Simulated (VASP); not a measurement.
# GaN (P4mm) in VASP: notebook, part 2 of 2

VASP 6.6.1.

## Step 3: Single point, PBE, collinear spin, ferromagnetic start

This run uses another cell than the first one, of 14.94 Å³/atom.

Input file INCAR:

```
SYSTEM = GaN
PREC = Accurate
ENCUT = 520
EDIFF = 1E-6
ISMEAR = 0
SIGMA = 0.1
LREAL = .False.
LASPH = .True.
NELM = 150
ALGO = Normal
ISIF = 2
LWAVE = .False.
LCHARG = .False.
ISPIN = 2
MAGMOM = 0 0 0 1 1 1
LORBIT = 11
GGA = PE
NBANDS = 40
```

Input file KPOINTS:

```
Automatic mesh
0
Gamma
  6 6 4
  0 0 0
```

Input file POSCAR:

```
GaN
1.0
    3.6904920616      0.0000000000      0.0000000000
    0.0000000000      3.6904920616      0.0000000000
    0.0000000000      0.0000000000      6.5828348927
Ga N
3 3
Direct
    0.5000000000      0.5000000000      0.0981821740
    0.0000000000      0.0000000000      0.5470344965
    0.5000000000      0.5000000000      0.7035485662
    0.0000000000      0.0000000000      0.2510752970
    0.0000000000      0.5000000000      0.1975034681
    0.5000000000      0.0000000000      0.1975034681
```

Potentials or basis: VASP PAW PBE potentials, release 64 (Ga_d, N).

Started as:

```
$ cat potpaw_PBE.64/Ga_d/POTCAR potpaw_PBE.64/N/POTCAR > POTCAR
$ mpirun -np 1 vasp_std > vasp.out
```

OUTCAR:

```text
SYSTEM = GaN
   PREC = Accurate
   ENCUT = 520
   EDIFF = 1E-6
   ISMEAR = 0
   LREAL = .False.
   LASPH = .True.
   NELM = 150
   ISIF = 2
   ISPIN = 2
   LORBIT = 11
   GGA = PE

 ion  position               nearest neighbor table
   1  0.500  0.500  0.098-   5 1.96   6 1.96   6 1.96   5 1.96   3 2.60
   2  0.000  0.000  0.547-   4 1.95   3 2.81   3 2.81   3 2.81   3 2.81
   3  0.500  0.500  0.704-   1 2.60   2 2.81   2 2.81   2 2.81   2 2.81
   4  0.000  0.000  0.251-   2 1.95
   5  0.000  0.500  0.198-   1 1.96   1 1.96
   6  0.500  0.000  0.198-   1 1.96   1 1.96

  LATTYP: Found a simple tetragonal cell.
 ALAT       =     3.6904920616
 C/A-ratio  =     1.7837282354

  Lattice vectors:

 A1 = (   3.6904920616,   0.0000000000,   0.0000000000)
 A2 = (   0.0000000000,   3.6904920616,   0.0000000000)
 A3 = (   0.0000000000,   0.0000000000,   6.5828348927)

Analysis of symmetry for initial positions (statically):
=====================================================================
 Subroutine PRICEL returns:
 Original cell was already a primitive cell.

 Routine SETGRP: Setting up the symmetry group for a
 simple tetragonal supercell.

 Subroutine GETGRP returns: Found  8 space group operations
 (whereof  8 operations were pure point group operations)
 out of a pool of 16 trial point group operations.

The static configuration has the point symmetry C_4v.

Analysis of symmetry for dynamics (positions and initial velocities):
=====================================================================
 Subroutine PRICEL returns:
 Original cell was already a primitive cell.

 Routine SETGRP: Setting up the symmetry group for a
 simple tetragonal supercell.

 Subroutine GETGRP returns: Found  8 space group operations
 (whereof  8 operations were pure point group operations)
 out of a pool of 16 trial point group operations.

The dynamic configuration has the point symmetry C_4v.

Analysis of structural, dynamic, and magnetic symmetry:
[... 181 lines left out ...]
      3     -11.0685      1.00000
      4     -11.0184      1.00000
      5     -10.9735      1.00000
      6     -10.9213      1.00000
[... 997 lines left out ...]
     38      13.0242      0.00000
     39      14.6271      0.00000

 [... further k-points ...]

 spin component 2

 k-point     1 :       0.0000    0.0000    0.0000
  band No.  band energies     occupation
      1     -14.2975      1.00000
      2     -11.0699      1.00000
      3     -11.0687      1.00000
      4     -10.9966      1.00000
      5     -10.9731      1.00000
      6     -10.9212      1.00000
[... 997 lines left out ...]
     38      13.0324      0.00000
     39      14.6593      0.00000

 [... further k-points ...]

 [bands above 39 left out]

------------------------ aborting loop because EDIFF is reached ----------------------------------------

  FORCE on cell =-STRESS in cart. coord.  units (eV):
  Direction    XX          YY          ZZ          XY          YZ          ZX
  --------------------------------------------------------------------------------------
  -------------------------------------------------------------------------------------
  Total        0.0942993      0.0942993      0.0897843      0.0000000      0.0000000      0.0000000
  in kB        1.6851455      1.6851455      1.6044626      0.0000000      0.0000000      0.0000000
  external PRESSURE =       1.6582512 kB  Pullay stress =       0.0000000 kB

 VOLUME and BASIS-vectors are now :
 -----------------------------------------------------------------------------
  energy-cutoff  :      520.00
  volume of cell :       89.66
      direct lattice vectors                 reciprocal lattice vectors
     3.690492062  0.000000000  0.000000000     0.270966577  0.000000000  0.000000000
     0.000000000  3.690492062  0.000000000     0.000000000  0.270966577  0.000000000
     0.000000000  0.000000000  6.582834893     0.000000000  0.000000000  0.151910236

 POSITION                                       TOTAL-FORCE (eV/Angst)
 -----------------------------------------------------------------------------------
      1.84525      1.84525      0.64632         0.000000     -0.000000     -0.027043
      0.00000      0.00000      3.60104         0.000000      0.000000      0.016869
      1.84525      1.84525      4.63134         0.000000      0.000000     -0.004183
      0.00000      0.00000      1.65279         0.000000      0.000000      0.023781
      0.00000      1.84525      1.30013         0.000000      0.000000     -0.004712
      1.84525      0.00000      1.30013        -0.000000      0.000000     -0.004712
 -----------------------------------------------------------------------------------
    total drift:                                0.000000      0.000000      0.000268

  FREE ENERGIE OF THE ION-ELECTRON SYSTEM (eV)
  ---------------------------------------------------
  free  energy   TOTEN  =       -26.7444620847 eV

  energy  without entropy=      -26.7292380121  energy(sigma->0) =      -26.73685005

 total charge

# of ion       s       p       d       tot
------------------------------------------
    1        0.809   0.884  10.153  11.847
    2        0.977   0.600   9.989  11.565
    3        1.044   0.533   9.935  11.512
    4        1.339   2.109   0.000   3.449
    5        1.322   2.221   0.000   3.542
    6        1.322   2.221   0.000   3.542
--------------------------------------------------
tot          6.812   8.568  30.077  45.456

 magnetization (x)

# of ion       s       p       d       tot
------------------------------------------
    1       -0.003  -0.001   0.013   0.009
    2       -0.000  -0.000  -0.000  -0.000
    3       -0.000   0.001  -0.000   0.001
    4       -0.000  -0.001   0.000  -0.001
    5        0.002   0.050   0.000   0.052
    6        0.002   0.050   0.000   0.052
--------------------------------------------------
tot          0.000   0.099   0.013   0.112
```

It took 4.2 min on 1 thread of Intel Xeon 8259CL, shared host; peak memory 0.31 GiB.

What came out:

| Item | Value |
| --- | --- |
| Free energy | -26.7445 eV |
| Pressure | 0.2 GPa |
| Largest force | 0.027 eV/Å |
| Net moment | 0.13 μB per cell |
| Site moments | Ga +0.01, -0.00, +0.00; N -0.00, +0.05 (each value once) μB |
| Valence electrons inside the program's atomic spheres | Ga 11.85, 11.56, 11.51; N 3.45, 3.54 (each value once) |

Forces on the atoms (eV/Å):
```
Ga   0.000  0.000 -0.027
Ga   0.000  0.000  0.017
Ga   0.000  0.000 -0.004
N    0.000  0.000  0.024
N    0.000  0.000 -0.005
N    0.000  0.000 -0.005
```

Levels at points of the mesh, in eV from the Fermi level:
Spin up:
```tsv
k point	band 25	band 26	band 27	band 28	band 29	band 30
(0.00, 0.00, 0.00)	-1.79	-0.70	-0.26	1.84	1.84	3.00
(0.50, 0.00, 0.00)	-3.28	-0.74	0.34	1.37	1.57	3.82
(0.50, 0.50, 0.00)	-1.85	-1.85	-0.25	0.34	0.54	1.41
(0.00, 0.00, 0.50)	-2.03	-0.71	0.54	1.70	1.70	2.77
(0.50, 0.00, 0.50)	-2.62	-1.12	-0.58	1.19	1.41	3.25
(0.50, 0.50, 0.50)	-1.21	-1.21	0.34	0.54	0.75	1.40
```
Spin down:
```tsv
k point	band 23	band 24	band 25	band 26	band 27	band 28	band 29	band 30	band 31	band 32
(0.00, 0.00, 0.00)	-1.91	-1.91	-1.78	-0.64	-0.23	1.84	1.84	3.00	3.59	5.14
(0.50, 0.00, 0.00)	-3.92	-3.39	-3.20	-0.70	0.36	1.42	1.61	3.83	4.46	4.52
(0.50, 0.50, 0.00)	-3.29	-1.88	-1.84	-1.84	-0.24	0.40	0.72	1.44	1.44	2.67
(0.00, 0.00, 0.50)	-3.80	-1.92	-1.92	-0.65	0.57	1.70	1.70	2.77	4.27	5.59
(0.50, 0.00, 0.50)	-3.39	-3.32	-2.58	-1.08	-0.55	1.23	1.43	3.26	4.36	4.41
(0.50, 0.50, 0.50)	-3.63	-1.61	-1.19	-1.19	0.40	0.72	0.77	1.43	1.43	2.60
```
